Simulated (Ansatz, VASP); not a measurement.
## One calculation of Ge3Pd, two programs

```
CELL_PARAMETERS angstrom
4.14202 0.00000 0.00000
0.00000 4.14202 0.00000
0.00000 0.00000 4.14202
ATOMIC_POSITIONS crystal
Pd 0.00000 0.00000 0.00000
Ge 0.50000 0.50000 0.00000
Ge 0.50000 0.00000 0.50000
Ge 0.00000 0.50000 0.50000
```

Alike in both runs: functional PBEsol; k mesh 7 × 7 × 7; occupations fermi-dirac, width 0.05 eV; no spin polarisation; Hubbard terms Pd d U = 2.0 eV.

|  | VASP | Ansatz |
| --- | --- | --- |
| version | VASP 6.6.1 | Ansatz 0.2.0 |
| potentials or method | VASP PAW PBE potentials, release 64 (Pd_sv_GW, Ge_d) | Ansatz PAW |
| plane-wave cutoff (eV) | 540 | 420 |
| valence electrons in the cell | 60 | 60 |
| task | single point | band structure |

Ansatz gave:

| Item | Value |
| --- | --- |
| gap on the k mesh at the Fermi level (eV) | none |
| pressure (GPa) | -4.4 |

Question: Estimate VASP's values.

Answer: gap on the k mesh at the Fermi level (eV): none; pressure (GPa): -5.2.

VASP's potentials were made for PBE, not for PBEsol. The programs project onto different local orbitals, so the same U acts differently, and such runs can settle in different states. A gap of «none» marks a metal or a gap that the smearing closes.
